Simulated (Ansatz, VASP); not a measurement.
Given: the input of a run of Ansatz 0.2.0 on Sc.

File input.yaml:

```yaml
crystal:
  lattice:
    - [3.2414504337, 0.0, 0.0]
    - [-1.6207252169, 2.8071784207, 0.0]
    - [0.0, 0.0, 5.1656514271]
  atoms:
    - { symbol: Sc, position: [0.6666666667, 0.3333333333, 0.75], spin: 0.58, spin_axis: [0.106865, -0.7877, -0.606719] }
    - { symbol: Sc, position: [0.3333333333, 0.6666666667, 0.25], spin: 0.45, spin_axis: [0.726292, 0.675207, 0.128822] }
kpoints:
  mp_grid: { grid: [7, 7, 4] }
scf:
  occupations: { method: fermi_dirac, width: 0.01 }
hamiltonian:
  xc: { exchange: pbe, correlation: lyp }
  pseudopotentials:
    kind: all_electron
    lapw: { basis_error: 0.001 }
    nuclear_model: point
magnetization:
  noncollinear: true
output:
  forces: true
  stress: true
  eigenvalues: true
```

Potentials or basis: all-electron LAPW, point nuclei.

Launch:

```bash
$ ansatz run input.yaml --threads 1 --pin off --max-ram 2560MiB --backend cpu --events-out ev --progress --plain --runs-dir out
```

Q: Translate it to VASP 6.6.1. Potentials there: VASP PAW PBE potentials, release 64 (Sc_sv).

A: As run (the cutoff follows the program's own potentials):

INCAR

```
SYSTEM = Sc
ALGO     = Normal         ! electronic algorithm
EDIFF    = 1E-6           ! SCF threshold, eV
ENCUT    = 500            ! plane-wave cutoff, eV
GGA      = LIBXC          ! functional
GGA_COMPAT= .False.      
ISIF     = 2              ! what is computed and relaxed
ISMEAR   = -1             ! smearing method
LASPH    = .True.         ! aspherical terms in the spheres
LCHARG   = .False.        ! write CHGCAR
LIBXC1   = GGA_X_PBE    
LIBXC2   = GGA_C_LYP    
LMAXMIX  = 4              ! l up to which the mixer works
LNONCOLLINEAR= .True.         ! non-collinear magnetism
LORBIT   = 11             ! projections on sites
LREAL    = .False.        ! projectors in reciprocal space
LWAVE    = .False.        ! write WAVECAR
MAGMOM   = 0.062 -0.457 -0.352 0.327 0.304 0.058 ! initial moments
NBANDS   = 34             ! bands
NELM     = 200            ! most SCF steps
PREC     = Accurate       ! precision mode
SIGMA    = 0.01           ! smearing width, eV
```

Contents of KPOINTS:

```
k-points
0
Gamma
  7 7 4
  0 0 0
```

POSCAR

```
Sc
1.0
    3.2414504337      0.0000000000      0.0000000000
   -1.6207252169      2.8071784207      0.0000000000
    0.0000000000      0.0000000000      5.1656514271
Sc
2
Direct
    0.6666666667      0.3333333333      0.7500000000
    0.3333333333      0.6666666667      0.2500000000
```

Potentials or basis: VASP PAW PBE potentials, release 64 (Sc_sv).

Run with:

```bash
$ cat potpaw_PBE.64/Sc_sv/POTCAR > POTCAR
$ mpirun -np 1 vasp_ncl > vasp.out
```

Both were run:

|  | VASP | Ansatz | Ansatz less VASP |
| --- | --- | --- | --- |
| gap on the k mesh at the Fermi level (eV) | none | none | - |
| pressure (GPa) | 3.7 | 3.7 | -0.02 |
| traceless stress, the component that is largest in VASP (GPa) | -1.88 | -1.88 | -0.006 |
| net moment per atom (μB) | 0.00 | 0.00 | 0.000 |

VASP's potentials were made for PBE, not for pbe exchange, lyp correlation. A gap of «none» marks a metal or a gap that the smearing closes. Ansatz ran all-electron here, and VASP with PAW potentials.

Noted on Ansatz's run: the k mesh is thin for a metal, which can move the energy by tens of meV per atom.
